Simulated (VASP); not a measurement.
# SrO in VASP: a series of runs, part 2 of 2

VASP 6.6.1. Earlier steps stand in the parts before.

## (3) Single point, PBE (z stretched by +4 % at fixed volume)

Contents of INCAR:

```
SYSTEM = SrO
PREC = Accurate
ENCUT = 520
EDIFF = 1E-6
ISMEAR = -1
SIGMA = 0.02
LREAL = .False.
LASPH = .True.
NELM = 80
ALGO = Normal
ISIF = 2
LWAVE = .False.
LCHARG = .True.
GGA = PE
LELF = .True.
LVHAR = .True.
NBANDS = 15
```

Contents of KPOINTS:

```
Automatic mesh
0
Gamma
  8 8 8
  0 0 0
```

Contents of POSCAR:

```
SrO
1.0
    0.0000000000      2.5198962204      2.6725920000
    2.5198962204      0.0000000000      2.6725920000
    2.5198962204      2.5198962204      0.0000000000
Sr O
1 1
Direct
    0.0000000000      0.0000000000      0.0000000000
    0.5000000000      0.5000000000      0.5000000000
```

Potentials or basis: VASP PAW PBE potentials, release 64 (Sr_sv, O).

Run with:

```console
$ cat potpaw_PBE.64/Sr_sv/POTCAR potpaw_PBE.64/O/POTCAR > POTCAR
$ mpirun -np 1 vasp_std > vasp.out
```

OUTCAR:

```text
SYSTEM = SrO
   PREC = Accurate
   ENCUT = 520
   EDIFF = 1E-6
   ISMEAR = -1
   LREAL = .False.
   LASPH = .True.
   NELM = 80
   ISIF = 2
   GGA = PE

 ion  position               nearest neighbor table
   1  0.000  0.000  0.000-   2 2.52   2 2.52   2 2.52   2 2.52   2 2.67   2 2.67
   2  0.500  0.500  0.500-   1 2.52   1 2.52   1 2.52   1 2.52   1 2.67   1 2.67

  LATTYP: Found a body centered tetragonal cell.
 ALAT       =     3.5636714107
 C/A-ratio  =     1.4999093306

  Lattice vectors:

 A1 = (  -2.5198962204,   0.0000000000,   2.6725920000)
 A2 = (   2.5198962204,   0.0000000000,   2.6725920000)
 A3 = (   0.0000000000,   2.5198962204,  -2.6725920000)

Analysis of symmetry for initial positions (statically):
=====================================================================
 Subroutine PRICEL returns:
 Original cell was already a primitive cell.

 Routine SETGRP: Setting up the symmetry group for a
 body centered tetragonal supercell.

 Subroutine GETGRP returns: Found 16 space group operations
 (whereof 16 operations were pure point group operations)
 out of a pool of 16 trial point group operations.

The static configuration has the point symmetry D_4h.

Analysis of symmetry for dynamics (positions and initial velocities):
=====================================================================
 Subroutine PRICEL returns:
 Original cell was already a primitive cell.

 Routine SETGRP: Setting up the symmetry group for a
 body centered tetragonal supercell.

 Subroutine GETGRP returns: Found 16 space group operations
 (whereof 16 operations were pure point group operations)
 out of a pool of 16 trial point group operations.

The dynamic configuration has the point symmetry D_4h.

 Subroutine INISYM returns: Found 16 space group operations
 (whereof 16 operations are pure point group operations),
 and found     1 'primitive' translations

[... 117 lines left out ...]
  Thomas-Fermi vector in A             =   2.406892
   LORBIT       =      0    0 simple, 1 ext, 2 COOP (PROOUT), +10 PAW based schemes
   GGA     = PE    functional components
   LHFCALC =     F    Hartree Fock is set to
   AEXX    =    0.0000 exact exchange contribution
   IVDW    =     0    specifies the selected vdW correction
   LEPSILON=     F    determine dielectric tensor
   LRPA    =     F    only Hartree local field effects (RPA)
 non-spin polarized calculation
  energy-cutoff  :      520.00
  volume of cell :       33.94
 maximum number of plane-waves:       930
   NGX = 13   NGY = 13   NGZ = 13

 number of electron      15.9999998 magnetization

 Free energy of the ion-electron system (eV)
  ---------------------------------------------------
  ext. energy  EPLUGINS =         0.00000000
  ---------------------------------------------------
  free energy    TOTEN  =       -12.00714267 eV

  energy without entropy =      -12.00714267  energy(sigma->0) =      -12.00714267

 E-fermi :   2.2223     XC(G=0): -10.0269

 val. band max:        1.7394091051   @ k =   0.0000   0.0000   0.0000
 cond. band min:       4.8858943809   @ k =   0.5000   0.0000   0.5000
 fundamental gap:      3.1464852757
 Fermi energy:         2.2223382529

 k-point     1 :       0.0000    0.0000    0.0000
  band No.  band energies     occupation
      1     -30.6989      2.00000
      2     -13.4289      2.00000
      3     -12.3757      2.00000
      4     -12.3211      2.00000
      5     -12.3211      2.00000
      6       1.5474      2.00000
      7       1.7394      2.00000
      8       1.7394      2.00000
      9       5.5755      0.00000
     10       7.6038      0.00000
     11       8.0585      0.00000
     12       8.0585      0.00000
     13       9.7997      0.00000
     14      10.4540      0.00000
[... 401 lines left out ...]
      2     -14.6577      2.00000
      3     -12.5248      2.00000
      4     -12.4335      2.00000
      5     -11.3689      2.00000
      6       0.0060      2.00000
      7       0.7738      2.00000
      8       0.9769      2.00000
      9       7.2763      0.00000
     10       8.5570      0.00000
     11      10.1768      0.00000
     12      10.3908      0.00000
     13      12.0694      0.00000
     14      13.0435      0.00000
     15      17.4576      0.00000

 [... further k-points ...]
[... 5 lines left out ...]
  --------------------------------------------------------------------------------------
  -------------------------------------------------------------------------------------
  Total        1.4483150      1.4483150     -0.2023454      0.0000000     -0.0000000      0.0000000
  in kB       68.3668595     68.3668595     -9.5515960      0.0000000     -0.0000000      0.0000000
  external PRESSURE =      42.3940410 kB  Pullay stress =       0.0000000 kB

 VOLUME and BASIS-vectors are now :
 -----------------------------------------------------------------------------
  energy-cutoff  :      520.00
  volume of cell :       33.94
      direct lattice vectors                 reciprocal lattice vectors
     0.000000000  2.519896220  2.672592000    -0.198420870  0.198420870  0.187084299
     2.519896220  0.000000000  2.672592000     0.198420870 -0.198420870  0.187084299
     2.519896220  2.519896220  0.000000000     0.198420870  0.198420870 -0.187084299

 POSITION                                       TOTAL-FORCE (eV/Angst)
 -----------------------------------------------------------------------------------
      0.00000      0.00000      0.00000         0.000000      0.000000      0.000000
      2.51990      2.51990      2.67259        -0.000000     -0.000000     -0.000000
 -----------------------------------------------------------------------------------
    total drift:                                0.000000      0.000000      0.000000

  FREE ENERGIE OF THE ION-ELECTRON SYSTEM (eV)
  ---------------------------------------------------
  free  energy   TOTEN  =       -12.0071426729 eV

  energy  without entropy=      -12.0071426729  energy(sigma->0) =      -12.00714267
```

OSZICAR:

```text
N       E                     dE             d eps       ncg     rms          rms(c)
DAV:   1     0.673086560858E+02    0.67309E+02   -0.83777E+03  1770   0.104E+03
DAV:   2    -0.109901816432E+02   -0.78299E+02   -0.71217E+02  2360   0.221E+02
DAV:   3    -0.141735667824E+02   -0.31834E+01   -0.31610E+01  2366   0.393E+01
DAV:   4    -0.142362586044E+02   -0.62692E-01   -0.62686E-01  2136   0.553E+00
DAV:   5    -0.142377543819E+02   -0.14958E-02   -0.14958E-02  2254   0.680E-01    0.169E+01
DAV:   6    -0.121553346158E+02    0.20824E+01   -0.67001E+00  1833   0.197E+01    0.198E+01
DAV:   7    -0.120167052218E+02    0.13863E+00   -0.29512E-01  2113   0.486E+00    0.115E+01
DAV:   8    -0.120049294108E+02    0.11776E-01   -0.11925E-01  2246   0.342E+00    0.506E-01
DAV:   9    -0.120064978421E+02   -0.15684E-02   -0.57372E-03  2313   0.483E-01    0.237E-01
DAV:  10    -0.120069824544E+02   -0.48461E-03   -0.45107E-04  1875   0.195E-01    0.824E-02
DAV:  11    -0.120071233097E+02   -0.14086E-03   -0.13232E-04  1959   0.847E-02    0.270E-02
DAV:  12    -0.120071427264E+02   -0.19417E-04   -0.28058E-05  1854   0.384E-02    0.168E-02
DAV:  13    -0.120071426729E+02    0.53537E-07   -0.94719E-07  1603   0.909E-03
   1 F= -.12007143E+02 E0= -.12007143E+02  d E =-.177374E-12
```

Wall time 13 s (1 thread of Intel Xeon 6975P-C (Granite Rapids), shared host); peak memory 0.17 GiB.

Results:

```yaml
Free_energy: -12.0071 eV
Pressure: 4.2 GPa
Band_gap_on_the_k_mesh: 3.15 eV, indirect (least direct gap 3.21 eV)
```

Stress tensor (GPa, compression positive):
```
 6.84  0.00  0.00
 0.00  6.84  0.00
 0.00  0.00 -0.96
```

Levels at points of the mesh, in eV from the valence-band top:
| k point | band 5 | band 6 | band 7 | band 8 | band 9 | band 10 | band 11 | band 12 |
| --- | --- | --- | --- | --- | --- | --- | --- | --- |
| (0.00, 0.00, 0.00) | -14.06 | -0.19 | 0.00 | 0.00 | 3.84 | 5.86 | 6.32 | 6.32 |
| (0.50, 0.00, 0.00) | -12.84 | -2.24 | -1.23 | -1.22 | 6.48 | 8.37 | 8.77 | 8.86 |
| (0.50, 0.50, 0.00) | -14.37 | -0.72 | -0.08 | -0.08 | 3.34 | 7.77 | 10.13 | 10.17 |
| (0.50, 0.00, 0.50) | -14.45 | -0.37 | -0.31 | -0.06 | 3.15 | 7.70 | 10.17 | 10.37 |

## (4) Single point, PBE (volume scaled by 0.95)

Contents of INCAR:

```
SYSTEM = SrO
  ALGO = Normal
  EDIFF = 1E-6
  ENCUT = 520
  GGA = PE
  ISIF = 2
  ISMEAR = -1
  LASPH = .TRUE.
  LCHARG = .FALSE.
  LREAL = .FALSE.
  LWAVE = .FALSE.
  NBANDS = 15
  NELM = 100
  PREC = Accurate
  SIGMA = 0.02
```

Contents of KPOINTS:

```
k-points
0
G
  8 8 8
  0 0 0
```

Contents of POSCAR:

```
SrO
1.0
    0.0000000000      2.5262356518      2.5262356518
    2.5262356518      0.0000000000      2.5262356518
    2.5262356518      2.5262356518      0.0000000000
Sr O
1 1
Direct
    0.0000000000      0.0000000000      0.0000000000
    0.5000000000      0.5000000000      0.5000000000
```

Potentials or basis: VASP PAW PBE potentials, release 64 (Sr_sv, O).

Run with:

```console
$ cat potpaw_PBE.64/Sr_sv/POTCAR potpaw_PBE.64/O/POTCAR > POTCAR
$ mpirun -np 1 vasp_std > vasp.out
```

OUTCAR:

```text
SYSTEM = SrO
   EDIFF = 1E-6
   ENCUT = 520
   GGA = PE
   ISIF = 2
   ISMEAR = -1
   LASPH = .TRUE.
   LREAL = .FALSE.
   NELM = 100
   PREC = Accurate

 ion  position               nearest neighbor table
   1  0.000  0.000  0.000-   2 2.53   2 2.53   2 2.53   2 2.53   2 2.53   2 2.53
   2  0.500  0.500  0.500-   1 2.53   1 2.53   1 2.53   1 2.53   1 2.53   1 2.53

  LATTYP: Found a face centered cubic cell.
 ALAT       =     5.0524713036

  Lattice vectors:

 A1 = (   0.0000000000,   2.5262356518,   2.5262356518)
 A2 = (   2.5262356518,   0.0000000000,   2.5262356518)
[... 609 lines left out ...]
     12      11.7476      0.00000
     13      14.0020      0.00000
     14      15.4007      0.00000
     15      15.9399      0.00000

 [... further k-points ...]
[... 5 lines left out ...]
  --------------------------------------------------------------------------------------
  -------------------------------------------------------------------------------------
  Total        1.8634856      1.8634856      1.8634856     -0.0000000      0.0000000      0.0000000
  in kB       92.5944719     92.5944719     92.5944719     -0.0000000      0.0000000      0.0000000
  external PRESSURE =      92.5944719 kB  Pullay stress =       0.0000000 kB

 VOLUME and BASIS-vectors are now :
 -----------------------------------------------------------------------------
  energy-cutoff  :      520.00
  volume of cell :       32.24
      direct lattice vectors                 reciprocal lattice vectors
     0.000000000  2.526235652  2.526235652    -0.197922945  0.197922945  0.197922945
     2.526235652  0.000000000  2.526235652     0.197922945 -0.197922945  0.197922945
     2.526235652  2.526235652  0.000000000     0.197922945  0.197922945 -0.197922945

 POSITION                                       TOTAL-FORCE (eV/Angst)
 -----------------------------------------------------------------------------------
      0.00000      0.00000      0.00000         0.000000     -0.000000      0.000000
      2.52624      2.52624      2.52624        -0.000000      0.000000     -0.000000
 -----------------------------------------------------------------------------------
    total drift:                                0.000000      0.000000      0.000000

  FREE ENERGIE OF THE ION-ELECTRON SYSTEM (eV)
  ---------------------------------------------------
  free  energy   TOTEN  =       -11.9728689486 eV

  energy  without entropy=      -11.9728689486  energy(sigma->0) =      -11.97286895
```

OSZICAR:

```text
N       E                     dE             d eps       ncg     rms          rms(c)
DAV:   1     0.718054703017E+02    0.71805E+02   -0.85991E+03   870   0.105E+03
DAV:   2    -0.110291644755E+02   -0.82835E+02   -0.75808E+02  1201   0.224E+02
DAV:   3    -0.141241169008E+02   -0.30950E+01   -0.30799E+01  1069   0.400E+01
DAV:   4    -0.141919697064E+02   -0.67853E-01   -0.67842E-01  1080   0.581E+00
DAV:   5    -0.141935943888E+02   -0.16247E-02   -0.16247E-02  1106   0.777E-01    0.182E+01
DAV:   6    -0.121031270389E+02    0.20905E+01   -0.64630E+00   891   0.199E+01    0.215E+01
DAV:   7    -0.119815238358E+02    0.12160E+00   -0.26221E-01  1073   0.466E+00    0.125E+01
DAV:   8    -0.119706213903E+02    0.10902E-01   -0.10992E-01  1157   0.328E+00    0.610E-01
DAV:   9    -0.119722527591E+02   -0.16314E-02   -0.51999E-03  1083   0.471E-01    0.227E-01
DAV:  10    -0.119727373071E+02   -0.48455E-03   -0.46457E-04   933   0.196E-01    0.699E-02
DAV:  11    -0.119728528727E+02   -0.11557E-03   -0.10932E-04   947   0.781E-02    0.262E-02
DAV:  12    -0.119728687176E+02   -0.15845E-04   -0.24349E-05   926   0.368E-02    0.154E-02
DAV:  13    -0.119728689486E+02   -0.23105E-06   -0.96606E-07   785   0.889E-03
   1 F= -.11972869E+02 E0= -.11972869E+02  d E =-.680453E-11
```

stdout:

```text
POSCAR found type information on POSCAR SrO
 POSCAR found :  2 types and       2 ions
 scaLAPACK will be used
 LDA part: xc-table for (Slater+PW92), standard interpolation
 POSCAR, INCAR and KPOINTS ok, starting setup
 FFT: planning ... GRIDC
 FFT: planning ... GRID_SOFT
 FFT: planning ... GRID
 WAVECAR not read
 entering main loop
```

Run time: 10 s. Hardware: 1 thread of AMD EPYC 9R14 (Zen 4), shared host; peak memory 0.13 GiB.

What came out:

```yaml
Free_energy: -11.9729 eV
Pressure: 9.3 GPa
Band_gap_on_the_k_mesh: 3.23 eV, indirect (least direct gap 3.28 eV)
```

 A k mesh can miss the band edges.

## (5) Overview

```csv
cell,gap on the mesh (eV),pressure (GPa)
"a = 3.625, b = 3.625, c = 3.653 Å, angles 59.8, 59.8, 60.5°, 2 atoms",3.19,3.6
"a = 3.673, b = 3.673, c = 3.564 Å, angles 61.0, 61.0, 58.0°, 2 atoms",3.15,4.2
"a = 3.573 Å, angles 60.0°, 2 atoms",3.23,9.3
```

Alike in all rows: task single point; level PBE; potentials or basis VASP PAW PBE potentials, release 64 (Sr_sv, O); no spin polarisation; k mesh 8 × 8 × 8; cutoff (eV) 520; smearing fermi-dirac 0.02 eV.

Total energies depend on the potentials used, so only differences within one code and one set of settings carry meaning.
